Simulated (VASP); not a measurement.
# In (I4/mmm) in VASP: notebook, part 2 of 2

VASP 6.6.1. The steps go on from the part before.

## (3) Single point, LDA (25.54 Å³/atom)

The input, INCAR:

```
SYSTEM = In
ALGO     = Fast           ! electronic algorithm
EDIFF    = 1E-6           ! SCF threshold, eV
ENCUT    = 520            ! plane-wave cutoff, eV
GGA      = CA             ! functional
ISIF     = 2              ! what is computed and relaxed
ISMEAR   = 0              ! smearing method
LASPH    = .TRUE.         ! aspherical terms in the spheres
LCHARG   = .FALSE.        ! write CHGCAR
LREAL    = .FALSE.        ! projectors in reciprocal space
LWAVE    = .FALSE.        ! write WAVECAR
NBANDS   = 12             ! bands
NELM     = 80             ! most SCF steps
PREC     = Accurate       ! precision mode
SIGMA    = 0.15           ! smearing width, eV
```

The input, KPOINTS:

```
k-points
0
G
  22 22 22
  0 0 0
```

The input, POSCAR:

```
In
1.0
   -1.5960013276      1.5960013276      2.5063596408
    1.5960013276     -1.5960013276      2.5063596408
    1.5960013276      1.5960013276     -2.5063596408
In
1
Direct
    0.0000000000      0.0000000000      0.0000000000
```

Potentials or basis: VASP PAW LDA potentials, release 64 (In_d).

Launch:

```bash
$ cat potpaw_LDA.64/In_d/POTCAR > POTCAR
$ mpirun -np 1 vasp_std > vasp.out
```

OUTCAR:

```text
SYSTEM = In
   EDIFF = 1E-6
   ENCUT = 520
   GGA = CA
   ISIF = 2
   ISMEAR = 0
   LASPH = .TRUE.
   LREAL = .FALSE.
   NELM = 80
   PREC = Accurate

 ion  position               nearest neighbor table
   1  0.000  0.000  0.000-

  LATTYP: Found a body centered tetragonal cell.
 ALAT       =     3.1920026552
 C/A-ratio  =     1.5703994711

  Lattice vectors:

 A1 = (  -1.5960013276,   1.5960013276,   2.5063596408)
 A2 = (   1.5960013276,  -1.5960013276,   2.5063596408)
 A3 = (   1.5960013276,   1.5960013276,  -2.5063596408)

Analysis of symmetry for initial positions (statically):
=====================================================================
 Subroutine PRICEL returns:
 Original cell was already a primitive cell.

 Routine SETGRP: Setting up the symmetry group for a
 body centered tetragonal supercell.

 Subroutine GETGRP returns: Found 16 space group operations
 (whereof 16 operations were pure point group operations)
 out of a pool of 16 trial point group operations.

The static configuration has the point symmetry D_4h.

Analysis of symmetry for dynamics (positions and initial velocities):
=====================================================================
 Subroutine PRICEL returns:
 Original cell was already a primitive cell.

 Routine SETGRP: Setting up the symmetry group for a
 body centered tetragonal supercell.

 Subroutine GETGRP returns: Found 16 space group operations
 (whereof 16 operations were pure point group operations)
 out of a pool of 16 trial point group operations.

The dynamic configuration has the point symmetry D_4h.

 Subroutine INISYM returns: Found 16 space group operations
 (whereof 16 operations are pure point group operations),
 and found     1 'primitive' translations

----------------------------------------------------------------------------------------

                                     Primitive cell

  volume of cell :      25.5370

  direct lattice vectors                    reciprocal lattice vectors
    -1.596001328  1.596001328  2.506359641     0.000000000  0.313282947  0.199492520
     1.596001328 -1.596001328  2.506359641     0.313282947  0.000000000  0.199492520
     1.596001328  1.596001328 -2.506359641     0.313282947  0.313282947  0.000000000

  length of vectors
     3.372874015  3.372874015  3.372874015     0.371407419  0.371407419  0.443048993

  position of ions in fractional coordinates (direct lattice)
     0.000000000  0.000000000  0.000000000

  ion indices of the primitive-cell ions
   primitive index   ion index
                 1           1

----------------------------------------------------------------------------------------

 KPOINTS: k-points

Automatic generation of k-mesh.
 Grid dimensions read from file:
 generate k-points for:   22   22   22

 Generating k-lattice:

  Cartesian coordinates                     Fractional coordinates (reciprocal lattice)
     0.000000000  0.014240134  0.009067842     0.045454545  0.000000000  0.000000000
     0.014240134  0.000000000  0.009067842     0.000000000  0.045454545  0.000000000
     0.014240134  0.014240134  0.000000000     0.000000000  0.000000000  0.045454545

  Length of vectors
     0.016882155  0.016882155  0.020138591

  Shift w.r.t. Gamma in fractional coordinates (k-lattice)
     0.000000000  0.000000000  0.000000000

 Subroutine IBZKPT returns following result:
 ===========================================

 Found    834 irreducible k-points:

 Following reciprocal coordinates:
            Coordinates               Weight
  0.000000  0.000000  0.000000      1.000000
  0.045455  0.000000 -0.000000      8.000000
  0.090909  0.000000 -0.000000      8.000000
  0.136364  0.000000 -0.000000      8.000000
  0.181818  0.000000 -0.000000      8.000000
  0.227273 -0.000000  0.000000      8.000000
[... 16 lines left out ...]
  0.500000  0.045455 -0.000000     16.000000
 -0.454545  0.045455 -0.000000     16.000000
 [... further k-points ...]
   k-points           NKPTS =    834   k-points in BZ     NKDIM =    834   number of bands    NBANDS=     12
   number of dos      NEDOS =    301   number of ions     NIONS =      1
   total plane-waves  NPLWV =  21952
   dimension x,y,z NGX =    28 NGY =   28 NGZ =   28
   dimension x,y,z NGXF=    56 NGYF=   56 NGZF=   56
   ions per type =               1
   NGX,Y,Z   is equivalent  to a cutoff of  13.80, 13.80, 13.80 a.u.
   NGXF,Y,Z  is equivalent  to a cutoff of  27.60, 27.60, 27.60 a.u.
 SYSTEM =  In
   PREC   = accura    normal or accurate (medium, high low for compatibility)
   ISTART =      0    job   : 0-new  1-cont  2-samecut
   ICHARG =      2    charge: 1-file 2-atom 10-const
   ISPIN  =      1    spin polarized calculation?
   LNONCOLLINEAR =      F non collinear calculations
   LSORBIT =      F    spin-orbit coupling
   LASPH  =      T    aspherical Exc in radial PAW
   ENCUT  =  520.0 eV  38.22 Ry    6.18 a.u.   6.27  6.27  6.27*2*pi/ulx,y,z
   NELM   =     80;   NELMIN=  2; NELMDL= -5     # of ELM steps
   EDIFF  = 0.1E-05   stopping-criterion for ELM
   LREAL  =      F    real-space projection
   EDIFFG = 0.1E-04   stopping-criterion for IOM
   NSW    =      0    number of steps for IOM
   IBRION =     -1    ionic relax: 0-MD 1-quasi-New 2-CG
   NFREE  =      0    steps in history (QN), initial steepest desc. (CG)
   ISIF   =      2    stress and relaxation
   ISYM   =      2    0-nonsym 1-usesym 2-fastsym
   POTIM  = 0.5000    time-step for ionic-motion
   TEBEG  =    0.0;   TEEND  =   0.0 temperature during run
   PSTRESS=    0.0 pullay stress
   NELECT =      13.0000    total number of electrons
   NUPDOWN=      -1.0000    fix difference up-down
   EMIN   =  10.00;   EMAX   =-10.00  energy-range for DOS
   EFERMI =   0.00;   METHOD = LEGACY
   ISMEAR =     0;   SIGMA  =   0.15  broadening in eV -4-tet -1-fermi 0-gaus
   EFERMI_NEDOS =   21; number of points for ismear=-14 and -15
   IALGO  =     68    algorithm
   IMIX   =      4    mixing-type and parameters
     AMIX     =   0.40;   BMIX     =  1.00
     AMIX_MAG =   1.60;   BMIX_MAG =  1.00
  volume/ion in A,a.u.               =      25.54       172.33
  Fermi-wavevector in a.u.,A,eV,Ry     =   1.307172  2.470196 23.248248  1.708698
  Thomas-Fermi vector in A             =   2.437924
   LORBIT       =      0    0 simple, 1 ext, 2 COOP (PROOUT), +10 PAW based schemes
   GGA     = CA    functional components
   LHFCALC =     F    Hartree Fock is set to
   AEXX    =    0.0000 exact exchange contribution
   IVDW    =     0    specifies the selected vdW correction
   LEPSILON=     F    determine dielectric tensor
   LRPA    =     F    only Hartree local field effects (RPA)
 non-spin polarized calculation
 RMM-DIIS sequential band-by-band and
 Gauss-broadening in eV      SIGMA  =   0.15
  energy-cutoff  :      520.00
  volume of cell :       25.54
 maximum number of plane-waves:       704
 NGX is ok and might be reduce to    28
   NGX = 13   NGY = 13   NGZ = 13

 number of electron      13.0000001 magnetization

 Free energy of the ion-electron system (eV)
  ---------------------------------------------------
  ext. energy  EPLUGINS =         0.00000000
  ---------------------------------------------------
  free energy    TOTEN  =        -3.21584593 eV

  energy without entropy =       -3.21129301  energy(sigma->0) =       -3.21356947

 E-fermi :   7.4707     XC(G=0): -10.6417

 val. band max:        7.4590596521   @ k =  -0.4545   0.2273  -0.0000
 cond. band min:       7.4774457043   @ k =  -0.4091   0.4545   0.2727
 fundamental gap:      0.0183860522
 Fermi energy:         7.4706745676

 k-point     1 :       0.0000    0.0000    0.0000
  band No.  band energies     occupation
      1      -7.1972      2.00000
      2      -7.0285      2.00000
      3      -7.0285      2.00000
      4      -6.9856      2.00000
      5      -6.8237      2.00000
      6      -2.2384      2.00000
      7      18.1398      0.00000
      8      18.1398      0.00000
      9      18.3454      0.00000
     10      19.2932      0.00000
     11      21.7441      0.00000
     12      21.9137      0.00000
[... 331 lines left out ...]
 k-point    24 :      -0.4545    0.0455   -0.0000
  band No.  band energies     occupation
      1      -7.1573      2.00000
      2      -7.1332      2.00000
      3      -7.0095      2.00000
      4      -6.7755      2.00000
      5      -6.7140      2.00000
      6       2.2712      2.00000
      7       5.1484      2.00000
      8      14.5246      0.00000
      9      16.7875      0.00000
     10      18.5397      0.00000
     11      19.0410      0.00000
     12      21.8269      0.00000

 [... further k-points ...]
[... 5 lines left out ...]
  --------------------------------------------------------------------------------------
  -------------------------------------------------------------------------------------
  Total       -0.2474148     -0.2474148     -0.2800597      0.0000000      0.0000000      0.0000000
  in kB      -15.5226681    -15.5226681    -17.5707904      0.0000000      0.0000000      0.0000000
  external PRESSURE =     -16.2053756 kB  Pullay stress =       0.0000000 kB

 VOLUME and BASIS-vectors are now :
 -----------------------------------------------------------------------------
  energy-cutoff  :      520.00
  volume of cell :       25.54
      direct lattice vectors                 reciprocal lattice vectors
    -1.596001328  1.596001328  2.506359641     0.000000000  0.313282947  0.199492520
     1.596001328 -1.596001328  2.506359641     0.313282947  0.000000000  0.199492520
     1.596001328  1.596001328 -2.506359641     0.313282947  0.313282947  0.000000000

 POSITION                                       TOTAL-FORCE (eV/Angst)
 -----------------------------------------------------------------------------------
      0.00000      0.00000      0.00000        -0.000000      0.000000      0.000000
 -----------------------------------------------------------------------------------
    total drift:                                0.000000     -0.000000     -0.000000

  FREE ENERGIE OF THE ION-ELECTRON SYSTEM (eV)
  ---------------------------------------------------
  free  energy   TOTEN  =        -3.2158459250 eV

  energy  without entropy=       -3.2112930085  energy(sigma->0) =       -3.21356947
```

Wall time 7.9 min (1 thread of Intel Xeon Platinum 8259CL at 2.50GHz (Skylake/Cascade Lake), shared host); peak memory 0.34 GiB.

What came out:

| Item | Value |
| --- | --- |
| Free energy | -3.2158 eV |
| Pressure | -1.6 GPa |
| Band gap on the k mesh | zero (an odd number of electrons rules out a gap without spin polarisation) |

Levels at points of the mesh, in eV from the Fermi level:
| k point | band 2 | band 3 | band 4 | band 5 | band 6 | band 7 | band 8 | band 9 | band 10 | band 11 |
| --- | --- | --- | --- | --- | --- | --- | --- | --- | --- | --- |
| (0.00, 0.00, 0.00) | -14.50 | -14.50 | -14.46 | -14.29 | -9.71 | 10.67 | 10.67 | 10.87 | 11.82 | 14.27 |
| (0.50, 0.00, 0.00) | -14.61 | -14.48 | -14.23 | -14.17 | -4.33 | -3.42 | 7.18 | 9.59 | 11.20 | 11.50 |
| (0.50, 0.50, 0.00) | -14.70 | -14.22 | -14.22 | -14.08 | -1.88 | -1.45 | 3.34 | 3.97 | 7.11 | 7.50 |
| (0.50, 0.50, 0.50) | -14.69 | -14.20 | -14.18 | -14.18 | -3.30 | -2.90 | 5.08 | 5.08 | 8.71 | 8.80 |

Caveat: spin-orbit coupling is left out, which moves the levels of the heavy elements.

## (4) Single point, LDA (25.54 Å³/atom)

The input, INCAR:

```
SYSTEM = In
  PREC = Accurate
  ENCUT = 520
  EDIFF = 1E-7
  ISMEAR = 0
  SIGMA = 0.15
  LREAL = .False.
  LASPH = .True.
  NELM = 100
  ALGO = Fast
  ISIF = 2
  LWAVE = .False.
  LCHARG = .True.
  GGA = CA
  LELF = .True.
  LVHAR = .True.
  NBANDS = 12
```

The input, KPOINTS:

```
Automatic mesh
0
Gamma
  22 22 22
  0 0 0
```

The input, POSCAR:

```
In
1.0
   -1.5537886652      1.5537886652      2.6443929292
    1.5537886652     -1.5537886652      2.6443929292
    1.5537886652      1.5537886652     -2.6443929292
In
1
Direct
    0.0000000000      0.0000000000      0.0000000000
```

Launch:

```bash
$ cat potpaw_LDA.64/In_d/POTCAR > POTCAR
$ mpirun -np 1 vasp_std > vasp.out
```

Wall time 9.1 min (1 thread of Intel Xeon Platinum 8259CL at 2.50GHz (Skylake/Cascade Lake), shared host); peak memory 0.34 GiB.

It converged, with:

- Free energy: -3.2103 eV
- Pressure: -1.5 GPa
- Band gap on the k mesh: zero (an odd number of electrons rules out a gap without spin polarisation)

Stress tensor (GPa, compression positive):
```
-1.04  0.00  0.00
 0.00 -1.04  0.00
 0.00  0.00 -2.36
```

Levels at points of the mesh, in eV from the Fermi level:
```csv
k point,band 2,band 3,band 4,band 5,band 6,band 7,band 8,band 9,band 10,band 11
"(0.00, 0.00, 0.00)",-14.52,-14.43,-14.43,-14.23,-9.69,10.58,10.76,10.76,12.10,13.09
"(0.50, 0.00, 0.00)",-14.63,-14.42,-14.23,-14.15,-4.24,-3.37,6.14,10.04,10.56,12.16
"(0.50, 0.50, 0.00)",-14.70,-14.27,-14.22,-14.00,-1.54,-0.88,2.89,4.06,6.85,7.39
"(0.50, 0.50, 0.50)",-14.69,-14.18,-14.18,-14.16,-4.17,-3.25,5.93,5.93,9.49,9.79
```

Caveat: spin-orbit coupling is left out, which moves the levels of the heavy elements.

## (5) Single point, LDA (26.52 Å³/atom)

This run uses another cell than the first one, of 26.52 Å³/atom.

The input, INCAR:

```
  ALGO = Fast
  EDIFF = 1E-6
  ENCUT = 520
  GGA = CA
  ISIF = 2
  ISMEAR = 0
  LASPH = True
  LCHARG = False
  LREAL = False
  LWAVE = False
  NBANDS = 12
  NELM = 80
  PREC = Accurate
  SIGMA = 0.15
```

The input, KPOINTS:

```
k-points
0
Gamma
  22 22 22
```

The input, POSCAR:

```
In
1.0
   -1.5946945414      1.5946945414      2.6070066363
    1.5946945414     -1.5946945414      2.6070066363
    1.5946945414      1.5946945414     -2.6070066363
In
1
Direct
    0.0000000000      0.0000000000      0.0000000000
```

Launch:

```bash
$ cat potpaw_LDA.64/In_d/POTCAR > POTCAR
$ mpirun -np 1 vasp_std > vasp.out
```

It took 7.3 min on 1 thread of Intel Xeon Platinum 8259CL at 2.50GHz (Skylake/Cascade Lake), shared host; peak memory 0.35 GiB.

The run converged. Its results:

- Free energy: -3.2002 eV
- Pressure: -3.0 GPa
- Band gap on the k mesh: zero (an odd number of electrons rules out a gap without spin polarisation)

Stress tensor (GPa, compression positive):
```
-2.87  0.00  0.00
 0.00 -2.87  0.00
 0.00  0.00 -3.34
```

Levels at points of the mesh, in eV from the Fermi level:
| k point | band 4 | band 5 | band 6 | band 7 | band 8 | band 9 |
| --- | --- | --- | --- | --- | --- | --- |
| (0.00, 0.00, 0.00) | -14.42 | -14.24 | -9.43 | 10.37 | 10.37 | 10.45 |
| (0.50, 0.00, 0.00) | -14.21 | -14.15 | -4.27 | -3.23 | 6.48 | 9.76 |
| (0.50, 0.50, 0.00) | -14.20 | -14.04 | -1.60 | -1.28 | 3.05 | 3.94 |
| (0.50, 0.50, 0.50) | -14.16 | -14.16 | -3.75 | -2.92 | 5.39 | 5.39 |

Caveat: the cell stands under tension; spin-orbit coupling is left out, which moves the levels of the heavy elements.

## (6) Summary

```csv
cell,further INCAR settings,gap on the mesh (eV),pressure (GPa)
"a = 3.404 Å, angles 124.9, 124.9, 81.7°, 1 atom",ALGO = Fast; EDIFF = 1e-06; NBANDS = 12,none,-1.6
"a = 3.373 Å, angles 123.5, 123.5, 84.0°, 1 atom",ALGO = Fast; EDIFF = 1e-06; NBANDS = 12,none,-1.6
"a = 3.438 Å, angles 126.3, 126.3, 79.5°, 1 atom",ALGO = Fast; EDIFF = 1e-07; NBANDS = 12,none,-1.5
"a = 3.447 Å, angles 124.9, 124.9, 81.7°, 1 atom",ALGO = Fast; EDIFF = 1e-06; NBANDS = 12,none,-3.0
```

Alike in all rows: task single point; level LDA; potentials or basis VASP PAW LDA potentials, release 64 (In_d); no spin polarisation; k mesh 22 × 22 × 22; cutoff (eV) 520; smearing gaussian 0.15 eV.

Caveats: spin-orbit coupling is left out, which moves the levels of the heavy elements; the cell stands under tension (at least some runs).

Absolute energies hang on the potentials; compare differences alone.

The gap in the log of VASP goes by the Fermi energy; the results here count the filled bands.